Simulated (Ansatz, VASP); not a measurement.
NaH: VASP beside Ansatz

```
Na H
1.0
     0.00000    2.39703    2.39703
     2.39703    0.00000    2.39703
     2.39703    2.39703    0.00000
Na H
1 1
Cartesian
  0.0000 0.0000 0.0000
  2.3970 2.3970 2.3970
```

Alike in both runs: task single point; functional r2SCAN; k mesh 8 × 8 × 8; occupations fermi-dirac, width 0.2 eV; no spin polarisation.

|  | VASP | Ansatz |
| --- | --- | --- |
| version | VASP 6.6.1 | Ansatz 0.2.0 |
| potentials or method | VASP PAW PBE potentials, release 64 (Na_pv, H), cutoff 520 eV | scalar-relativistic, plane waves, PAW |
| valence electrons in the cell | 8 | 10 |

Ansatz gave:

```
gap on the k mesh at the Fermi level (eV) : 4.40
least direct gap on the mesh (eV)         : 5.27
pressure (GPa)                            : 0.0
```

Q: Which values does VASP return?

A: gap on the k mesh at the Fermi level (eV): 4.41; least direct gap on the mesh (eV): 5.26; pressure (GPa): -0.3.

VASP's potentials were made for PBE, not for r2SCAN. VASP's potentials hold 8 valence electrons a cell and Ansatz's 10, so a difference there can come from the potentials and not from the codes.
